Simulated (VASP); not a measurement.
# Cu (P6/mmm) in VASP: a series of runs

Cu is run at these levels: PBE; tasks: single point.

All numbers are computed with VASP 6.6.1; they aren't measurements. Logs are shortened: lines on timing, memory, paths and dates and some standing lists are left out, and cuts for length are marked.

## Step 1: The cell of the first run

The structure is hexagonal, space group P6/mmm (No. 191). The conventional cell has a = 4.126 Å, b = 4.126 Å, c = 2.478 Å, α = 90.00°, β = 90.00°, γ = 120.00°. Cu (site symmetry 6/mmm) has 14 Cu at 2.48 to 2.69 Å within 3.3 Å. Within 3.1 Å of Cu (site symmetry -6m2) lie 11 Cu at 2.38 to 2.69 Å.

## Step 2: Single point, PBE

The input, INCAR:

```
PREC = Accurate ; ENCUT = 520
EDIFF = 1E-6 ; ISMEAR = -1
SIGMA = 0.1 ; LREAL = F
LASPH = T ; NELM = 100
ALGO = Normal ; ISIF = 2
LWAVE = F ; LCHARG = F
GGA = PE ; NBANDS = 24
```

The input, KPOINTS:

```
Automatic mesh
0
Gamma
  12 12 17
```

The input, POSCAR:

```
Cu
1.0
    4.1261809374      0.0000000000      0.0000000000
   -2.0630904687      3.5733775124      0.0000000000
    0.0000000000      0.0000000000      2.4784238216
Cu
3
Direct
    0.0000000000      0.0000000000      0.0000000000
    0.3333333333      0.6666666667      0.5000000000
    0.6666666667      0.3333333333      0.5000000000
```

Potentials or basis: VASP PAW PBE potentials, release 64 (Cu).

Run with:

```bash
cat potpaw_PBE.64/Cu/POTCAR > POTCAR
mpirun -np 1 vasp_std > vasp.out
```

OUTCAR:

```text
PREC = Accurate
   ENCUT = 520
   EDIFF = 1E-6
   ISMEAR = -1
   LREAL = F
   LASPH = T
   NELM = 100
   ISIF = 2
   GGA = PE

 ion  position               nearest neighbor table
   1  0.000  0.000  0.000-   2 2.69   3 2.69   2 2.69   3 2.69   3 2.69   3 2.69   2 2.69   2 2.69
                             3 2.69   3 2.69   2 2.69   2 2.69
   2  0.333  0.667  0.500-   3 2.38   3 2.38   3 2.38   1 2.69   1 2.69   1 2.69   1 2.69   1 2.69
                             1 2.69
   3  0.667  0.333  0.500-   2 2.38   2 2.38   2 2.38   1 2.69   1 2.69   1 2.69   1 2.69   1 2.69
                             1 2.69

  LATTYP: Found a hexagonal cell.
 ALAT       =     4.1261809374
 C/A-ratio  =     0.6006580563

  Lattice vectors:

 A1 = (   4.1261809374,   0.0000000000,   0.0000000000)
 A2 = (  -2.0630904687,   3.5733775124,   0.0000000000)
 A3 = (   0.0000000000,   0.0000000000,   2.4784238216)

Analysis of symmetry for initial positions (statically):
=====================================================================
 Subroutine PRICEL returns:
 Original cell was already a primitive cell.

 Routine SETGRP: Setting up the symmetry group for a
 hexagonal supercell.

 Subroutine GETGRP returns: Found 24 space group operations
 (whereof 24 operations were pure point group operations)
 out of a pool of 24 trial point group operations.

The static configuration has the point symmetry D_6h.

Analysis of symmetry for dynamics (positions and initial velocities):
=====================================================================
 Subroutine PRICEL returns:
 Original cell was already a primitive cell.

 Routine SETGRP: Setting up the symmetry group for a
 hexagonal supercell.

 Subroutine GETGRP returns: Found 24 space group operations
 (whereof 24 operations were pure point group operations)
 out of a pool of 24 trial point group operations.

The dynamic configuration has the point symmetry D_6h.

 Subroutine INISYM returns: Found 24 space group operations
 (whereof 24 operations are pure point group operations),
 and found     1 'primitive' translations

----------------------------------------------------------------------------------------

                                     Primitive cell

  volume of cell :      36.5429

  direct lattice vectors                    reciprocal lattice vectors
     4.126180937  0.000000000  0.000000000     0.242354859  0.139923643  0.000000000
    -2.063090469  3.573377512  0.000000000     0.000000000  0.279847286  0.000000000
     0.000000000  0.000000000  2.478423822     0.000000000  0.000000000  0.403482242

  length of vectors
     4.126180937  4.126180937  2.478423822     0.279847286  0.279847286  0.403482242

  position of ions in fractional coordinates (direct lattice)
     0.000000000  0.000000000  0.000000000
     0.333333333  0.666666667  0.500000000
     0.666666667  0.333333333  0.500000000

  ion indices of the primitive-cell ions
   primitive index   ion index
                 1           1
                 2           2
                 3           3

----------------------------------------------------------------------------------------

 KPOINTS: Automatic mesh

Automatic generation of k-mesh.
 Grid dimensions read from file:
 generate k-points for:   12   12   17

 Generating k-lattice:

  Cartesian coordinates                     Fractional coordinates (reciprocal lattice)
     0.020196238  0.011660304  0.000000000     0.083333333  0.000000000  0.000000000
     0.000000000  0.023320607  0.000000000     0.000000000  0.083333333  0.000000000
     0.000000000  0.000000000  0.023734250     0.000000000  0.000000000  0.058823529

  Length of vectors
     0.023320607  0.023320607  0.023734250

  Shift w.r.t. Gamma in fractional coordinates (k-lattice)
     0.000000000  0.000000000  0.000000000

 Subroutine IBZKPT returns following result:
 ===========================================

 Found    171 irreducible k-points:

 Following reciprocal coordinates:
            Coordinates               Weight
  0.000000  0.000000  0.000000      1.000000
  0.083333 -0.000000  0.000000      6.000000
  0.166667 -0.000000  0.000000      6.000000
  0.250000 -0.000000  0.000000      6.000000
  0.333333  0.000000  0.000000      6.000000
  0.416667 -0.000000  0.000000      6.000000
[... 16 lines left out ...]
  0.250000 -0.000000  0.058824     12.000000
  0.333333  0.000000  0.058824     12.000000
 [... further k-points ...]
   k-points           NKPTS =    171   k-points in BZ     NKDIM =    171   number of bands    NBANDS=     24
   number of dos      NEDOS =    301   number of ions     NIONS =      3
   total plane-waves  NPLWV =  18432
   dimension x,y,z NGX =    32 NGY =   32 NGZ =   18
   dimension x,y,z NGXF=    64 NGYF=   64 NGZF=   36
   ions per type =               3
   NGX,Y,Z   is equivalent  to a cutoff of  12.89, 12.89, 12.07 a.u.
   NGXF,Y,Z  is equivalent  to a cutoff of  25.79, 25.79, 24.15 a.u.
 SYSTEM =  unknown system
   PREC   = accura    normal or accurate (medium, high low for compatibility)
   ISTART =      0    job   : 0-new  1-cont  2-samecut
   ICHARG =      2    charge: 1-file 2-atom 10-const
   ISPIN  =      1    spin polarized calculation?
   LNONCOLLINEAR =      F non collinear calculations
   LSORBIT =      F    spin-orbit coupling
   LASPH  =      T    aspherical Exc in radial PAW
   ENCUT  =  520.0 eV  38.22 Ry    6.18 a.u.   7.67  7.67  4.61*2*pi/ulx,y,z
   NELM   =    100;   NELMIN=  2; NELMDL= -5     # of ELM steps
   EDIFF  = 0.1E-05   stopping-criterion for ELM
   LREAL  =      F    real-space projection
   EDIFFG = 0.1E-04   stopping-criterion for IOM
   NSW    =      0    number of steps for IOM
   IBRION =     -1    ionic relax: 0-MD 1-quasi-New 2-CG
   NFREE  =      0    steps in history (QN), initial steepest desc. (CG)
   ISIF   =      2    stress and relaxation
   ISYM   =      2    0-nonsym 1-usesym 2-fastsym
   POTIM  = 0.5000    time-step for ionic-motion
   TEBEG  =    0.0;   TEEND  =   0.0 temperature during run
   PSTRESS=    0.0 pullay stress
   NELECT =      33.0000    total number of electrons
   NUPDOWN=      -1.0000    fix difference up-down
   EMIN   =  10.00;   EMAX   =-10.00  energy-range for DOS
   EFERMI =   0.00;   METHOD = LEGACY
   ISMEAR =    -1;   SIGMA  =   0.10  broadening in eV -4-tet -1-fermi 0-gaus
   EFERMI_NEDOS =   21; number of points for ismear=-14 and -15
   IALGO  =     38    algorithm
   IMIX   =      4    mixing-type and parameters
     AMIX     =   0.40;   BMIX     =  1.00
     AMIX_MAG =   1.60;   BMIX_MAG =  1.00
  volume/ion in A,a.u.               =      12.18        82.20
  Fermi-wavevector in a.u.,A,eV,Ry     =   1.582384  2.990272 34.068162  2.503939
  Thomas-Fermi vector in A             =   2.682315
   LORBIT       =      0    0 simple, 1 ext, 2 COOP (PROOUT), +10 PAW based schemes
   GGA     = PE    functional components
   LHFCALC =     F    Hartree Fock is set to
   AEXX    =    0.0000 exact exchange contribution
   IVDW    =     0    specifies the selected vdW correction
   LEPSILON=     F    determine dielectric tensor
   LRPA    =     F    only Hartree local field effects (RPA)
 non-spin polarized calculation
  energy-cutoff  :      520.00
  volume of cell :       36.54
 maximum number of plane-waves:      1006
 NGX is ok and might be reduce to    32
   NGX = 15   NGY = 15   NGZ =  9

 number of electron      32.9999975 magnetization

 Free energy of the ion-electron system (eV)
  ---------------------------------------------------
  ext. energy  EPLUGINS =         0.00000000
  ---------------------------------------------------
  free energy    TOTEN  =       -10.97045558 eV

  energy without entropy =      -10.94039825  energy(sigma->0) =      -10.95542692

 E-fermi :   7.2128     XC(G=0): -12.5401

 val. band max:        7.2002696586   @ k =   0.4167   0.1667   0.1765
 cond. band min:       7.2159537209   @ k =   0.5000  -0.0000   0.4118
 fundamental gap:      0.0156840622
 Fermi energy:         7.2128139847

 k-point     1 :       0.0000    0.0000    0.0000
  band No.  band energies     occupation
      1      -1.9018      2.00000
      2       2.8101      2.00000
      3       3.6803      2.00000
      4       3.6803      2.00000
      5       3.7290      2.00000
      6       3.7382      2.00000
[... 16 lines left out ...]
     23      22.0516      0.00000
     24      27.3730      0.00000

 k-point     2 :       0.0833   -0.0000    0.0000
  band No.  band energies     occupation
      1      -1.8154      2.00000
      2       2.8122      2.00000
      3       3.4596      2.00000
      4       3.5811      2.00000
      5       3.6694      2.00000
      6       3.8622      2.00000
[... 16 lines left out ...]
     23      22.1723      0.00000
     24      27.4011      0.00000

 k-point     3 :       0.1667   -0.0000    0.0000
  band No.  band energies     occupation
      1      -1.5582      2.00000
      2       2.7901      2.00000
      3       3.1995      2.00000
      4       3.5102      2.00000
      5       3.5204      2.00000
      6       3.8975      2.00000
[... 16 lines left out ...]
     23      22.5297      0.00000
     24      27.4783      0.00000

 k-point     4 :       0.2500   -0.0000    0.0000
  band No.  band energies     occupation
      1      -1.1371      2.00000
      2       2.6590      2.00000
      3       2.9430      2.00000
      4       3.3556      2.00000
      5       3.5131      2.00000
      6       3.8629      2.00000
[... 16 lines left out ...]
     23      23.1106      0.00000
     24      26.5734      0.00000

 k-point     5 :       0.3333    0.0000    0.0000
  band No.  band energies     occupation
      1      -0.5649      2.00000
      2       2.3615      2.00000
      3       2.5852      2.00000
      4       3.3558      2.00000
      5       3.5459      2.00000
      6       3.7872      2.00000
[... 16 lines left out ...]
     23      23.8970      0.00000
     24      24.5103      0.00000

 k-point     6 :       0.4167   -0.0000    0.0000
  band No.  band energies     occupation
      1       0.1347      2.00000
      2       1.7132      2.00000
      3       2.3995      2.00000
      4       3.4483      2.00000
      5       3.5953      2.00000
      6       3.6846      2.00000
[... 16 lines left out ...]
     23      22.8985      0.00000
     24      23.0295      0.00000
[... 379 lines left out ...]
 k-point    21 :       0.0833   -0.0000    0.0588
  band No.  band energies     occupation
      1      -1.7265      2.00000
      2       2.8576      2.00000
      3       3.4593      2.00000
      4       3.5657      2.00000
      5       3.6831      2.00000
      6       3.8698      2.00000
[... 16 lines left out ...]
     23      21.0646      0.00000
     24      28.6410      0.00000

 k-point    22 :       0.1667   -0.0000    0.0588
  band No.  band energies     occupation
      1      -1.4703      2.00000
      2       2.8397      2.00000
      3       3.2152      2.00000
      4       3.5116      2.00000
      5       3.5196      2.00000
      6       3.9226      2.00000
[... 16 lines left out ...]
     23      21.3843      0.00000
     24      28.7003      0.00000

 k-point    23 :       0.2500   -0.0000    0.0588
  band No.  band energies     occupation
      1      -1.0508      2.00000
      2       2.7092      2.00000
      3       2.9804      2.00000
      4       3.3593      2.00000
      5       3.5088      2.00000
      6       3.8941      2.00000
[... 16 lines left out ...]
     23      21.9002      0.00000
     24      26.6466      0.00000

 k-point    24 :       0.3333    0.0000    0.0588
  band No.  band energies     occupation
      1      -0.4813      2.00000
      2       2.4187      2.00000
      3       2.6272      2.00000
      4       3.3679      2.00000
      5       3.5445      2.00000
      6       3.8195      2.00000
[... 16 lines left out ...]
     23      22.5879      0.00000
     24      24.5860      0.00000

 [... further k-points ...]

------------------------ aborting loop because EDIFF is reached ----------------------------------------

  FORCE on cell =-STRESS in cart. coord.  units (eV):
  Direction    XX          YY          ZZ          XY          YZ          ZX
  --------------------------------------------------------------------------------------
  -------------------------------------------------------------------------------------
  Total        0.1835583      0.1835583      0.1463203      0.0000000      0.0000000      0.0000000
  in kB        8.0478879      8.0478879      6.4152345      0.0000000      0.0000000      0.0000000
  external PRESSURE =       7.5036701 kB  Pullay stress =       0.0000000 kB

 VOLUME and BASIS-vectors are now :
 -----------------------------------------------------------------------------
  energy-cutoff  :      520.00
  volume of cell :       36.54
      direct lattice vectors                 reciprocal lattice vectors
     4.126180937  0.000000000  0.000000000     0.242354859  0.139923643  0.000000000
    -2.063090469  3.573377512  0.000000000     0.000000000  0.279847286  0.000000000
     0.000000000  0.000000000  2.478423822     0.000000000  0.000000000  0.403482242

 POSITION                                       TOTAL-FORCE (eV/Angst)
 -----------------------------------------------------------------------------------
      0.00000      0.00000      0.00000        -0.000000      0.000000      0.000000
     -0.00000      2.38225      1.23921         0.000000     -0.000000      0.000000
      2.06309      1.19113      1.23921        -0.000000     -0.000000     -0.000000
 -----------------------------------------------------------------------------------
    total drift:                               -0.000000      0.000000      0.000000

  FREE ENERGIE OF THE ION-ELECTRON SYSTEM (eV)
  ---------------------------------------------------
  free  energy   TOTEN  =       -10.9704555814 eV

  energy  without entropy=      -10.9403982518  energy(sigma->0) =      -10.95542692
```

It took 69 s on 1 thread of AMD EPYC 9R45 (Zen 5), shared host; peak memory 0.2 GiB.

What came out:

| Item | Value |
| --- | --- |
| Free energy | -10.9705 eV |
| Pressure | 0.8 GPa |

Stress tensor (GPa, compression positive):
```
0.80 0.00 0.00
0.00 0.80 0.00
0.00 0.00 0.64
```

Levels at points of the mesh, in eV from the Fermi level:
| k point | band 14 | band 15 | band 16 | band 17 | band 18 | band 19 |
| --- | --- | --- | --- | --- | --- | --- |
| (0.00, 0.00, 0.00) | -2.30 | -1.55 | -1.55 | 4.49 | 4.49 | 4.50 |
| (0.50, 0.00, 0.00) | -1.75 | -1.74 | -1.62 | -1.51 | -0.61 | 4.05 |

## Step 3: Single point, PBE (volume scaled by 1.04)

The input, INCAR:

```
ALGO = Normal
EDIFF = 1E-6
ENCUT = 520
GGA = PE
ISIF = 2
ISMEAR = -1
LASPH = T
LCHARG = F
LREAL = F
LWAVE = F
NBANDS = 24
NELM = 80
PREC = Accurate
SIGMA = 0.1
```

The input, KPOINTS:

```
k-points
0
Gamma
  12 12 17
```

The input, POSCAR:

```
Cu
1.0
    4.1804790186      0.0000000000      0.0000000000
   -2.0902395093      3.6204010301      0.0000000000
    0.0000000000      0.0000000000      2.5110384015
Cu
3
Direct
    0.0000000000      0.0000000000      0.0000000000
    0.3333333333      0.6666666667      0.5000000000
    0.6666666667      0.3333333333      0.5000000000
```

Potentials or basis: VASP PAW PBE potentials, release 64 (Cu).

Run with:

```bash
cat potpaw_PBE.64/Cu/POTCAR > POTCAR
mpirun -np 1 vasp_std > vasp.out
```

OUTCAR:

```text
EDIFF = 1E-6
   ENCUT = 520
   GGA = PE
   ISIF = 2
   ISMEAR = -1
   LASPH = T
   LREAL = F
   NELM = 80
   PREC = Accurate

 ion  position               nearest neighbor table
   1  0.000  0.000  0.000-   2 2.72   3 2.72   2 2.72   3 2.72   3 2.72   3 2.72   2 2.72   2 2.72
                             3 2.72   3 2.72   2 2.72   2 2.72
   2  0.333  0.667  0.500-   3 2.41   3 2.41   3 2.41   1 2.72   1 2.72   1 2.72   1 2.72   1 2.72
                             1 2.72
[... 849 lines left out ...]
  Direction    XX          YY          ZZ          XY          YZ          ZX
  --------------------------------------------------------------------------------------
  -------------------------------------------------------------------------------------
  Total       -0.9547524     -0.9547524     -0.9687693      0.0000000      0.0000000      0.0000000
  in kB      -40.2499406    -40.2499406    -40.8408588      0.0000000      0.0000000      0.0000000
  external PRESSURE =     -40.4469133 kB  Pullay stress =       0.0000000 kB

 VOLUME and BASIS-vectors are now :
 -----------------------------------------------------------------------------
  energy-cutoff  :      520.00
  volume of cell :       38.00
      direct lattice vectors                 reciprocal lattice vectors
     4.180479019  0.000000000  0.000000000     0.239207037  0.138106247  0.000000000
    -2.090239509  3.620401030  0.000000000     0.000000000  0.276212495  0.000000000
     0.000000000  0.000000000  2.511038402     0.000000000  0.000000000  0.398241620

 POSITION                                       TOTAL-FORCE (eV/Angst)
 -----------------------------------------------------------------------------------
      0.00000      0.00000      0.00000        -0.000000      0.000000      0.000000
     -0.00000      2.41360      1.25552         0.000000     -0.000000     -0.000000
      2.09024      1.20680      1.25552        -0.000000      0.000000      0.000000
 -----------------------------------------------------------------------------------
    total drift:                               -0.000000      0.000000      0.000000

  FREE ENERGIE OF THE ION-ELECTRON SYSTEM (eV)
  ---------------------------------------------------
  free  energy   TOTEN  =       -10.9532729687 eV

  energy  without entropy=      -10.9225676348  energy(sigma->0) =      -10.93792030
```

OSZICAR:

```text
N       E                     dE             d eps       ncg     rms          rms(c)
DAV:   1     0.223298783604E+03    0.22330E+03   -0.14794E+04  8728   0.237E+03
DAV:   2     0.218655624048E+01   -0.22111E+03   -0.20907E+03  8208   0.345E+02
DAV:   3    -0.132874501682E+02   -0.15474E+02   -0.14289E+02  9792   0.132E+02
DAV:   4    -0.135180303142E+02   -0.23058E+00   -0.23044E+00  9616   0.200E+01
DAV:   5    -0.135210076205E+02   -0.29773E-02   -0.29773E-02 11584   0.197E+00    0.130E+01
DAV:   6    -0.121523619460E+02    0.13686E+01   -0.20627E+01  8848   0.109E+02    0.727E+00
DAV:   7    -0.109757543734E+02    0.11766E+01   -0.43026E+00  9808   0.512E+01    0.841E-01
DAV:   8    -0.109726669686E+02    0.30874E-02   -0.15423E-01 11320   0.153E+01    0.935E-01
DAV:   9    -0.109584304474E+02    0.14237E-01   -0.26215E-02 11576   0.833E+00    0.557E-01
DAV:  10    -0.109533243472E+02    0.51061E-02   -0.11293E-02 10760   0.216E+00    0.809E-02
DAV:  11    -0.109532738065E+02    0.50541E-04   -0.67906E-04 12224   0.518E-01    0.259E-02
DAV:  12    -0.109532725674E+02    0.12390E-05   -0.88094E-05 11216   0.216E-01    0.915E-03
DAV:  13    -0.109532729687E+02   -0.40130E-06   -0.75220E-06  9160   0.732E-02
   1 F= -.10953273E+02 E0= -.10937920E+02  d E =-.307053E-01
```

stdout:

```text
POSCAR found type information on POSCAR Cu
 POSCAR found :  1 types and       3 ions
 scaLAPACK will be used
 LDA part: xc-table for (Slater+PW92), standard interpolation
 POSCAR, INCAR and KPOINTS ok, starting setup
 FFT: planning ... GRIDC
 FFT: planning ... GRID_SOFT
 FFT: planning ... GRID
 WAVECAR not read
 entering main loop
```

Wall time 76 s (1 thread of AMD EPYC 9R45 (Zen 5), shared host); peak memory 0.21 GiB.

Results:

```
Free energy : -10.9533 eV
Pressure    : -4.0 GPa
```

[end of part 1 of 2]
